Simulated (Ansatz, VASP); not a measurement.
## Two plane-wave programs on W

POSCAR

```
W
1.0
   -1.5973000000      1.5973000000      1.6771650000
    1.5973000000     -1.5973000000      1.6771650000
    1.5973000000      1.5973000000     -1.6771650000
W
1
Direct
    0.0000000000      0.0000000000      0.0000000000
```

File INCAR.step1:

```
ALGO = Normal
EDIFF = 1E-4
ENCUT = 520
GGA = PE
ISMEAR = 0
LASPH = T
LCHARG = F
LREAL = F
LWAVE = T
NBANDS = 13
NELM = 80
PREC = Accurate
SIGMA = 0.15
```

INCAR.step2

```
ALGO = Normal
EDIFF = 1E-6
ENCUT = 520
ISIF = 2
ISMEAR = 0
ISTART = 1
LASPH = T
LCHARG = F
LMIXTAU = T
LREAL = F
LWAVE = F
METAGGA = R2SCAN
NBANDS = 13
NELM = 80
PREC = Accurate
SIGMA = 0.15
```

KPOINTS

```
k-points
0
Gamma
  20 20 20
```

Input for Ansatz:

```yaml
crystal:
  lattice:
    - [-1.5973, 1.5973, 1.677165]
    - [1.5973, -1.5973, 1.677165]
    - [1.5973, 1.5973, -1.677165]
  atoms:
    - { symbol: W, position: [0.0, 0.0, 0.0] }
basis:
  ecutwfc: 500
kpoints:
  mp_grid: { grid: [20, 20, 20] }
hamiltonian:
  xc: r2scan
scf:
  occupations: { method: gaussian, width: 0.15 }
output:
  forces: true
  stress: true
  eigenvalues: true
```

Change from the starting cell: strain +0.000 along x and y, +0.050 along z, atoms carried along.

Alike in both runs: task single point; functional r2SCAN; k mesh 20 × 20 × 20; occupations gaussian, width 0.15 eV; no spin polarisation.

|  | VASP | Ansatz |
| --- | --- | --- |
| version | VASP 6.6.1 | Ansatz 0.2.0 |
| potentials or method | VASP PAW PBE potentials, release 64 (W_sv), cutoff 520 eV | scalar-relativistic, plane waves, PAW |
| valence electrons in the cell | 14 | 14 |

```csv
,VASP,Ansatz,Ansatz less VASP
gap on the k mesh at the Fermi level (eV),none,none,-
pressure (GPa),-18.9,-19.8,-0.87
"traceless stress, the component that is largest in VASP (GPa)",-9.34,-9.37,-0.031
```

VASP's potentials were made for PBE, not for r2SCAN. A gap of «none» marks a metal or a gap that the smearing closes. The functional is the same, so the differences come from potentials, cutoffs and numerics.

Spin-orbit coupling is off throughout.
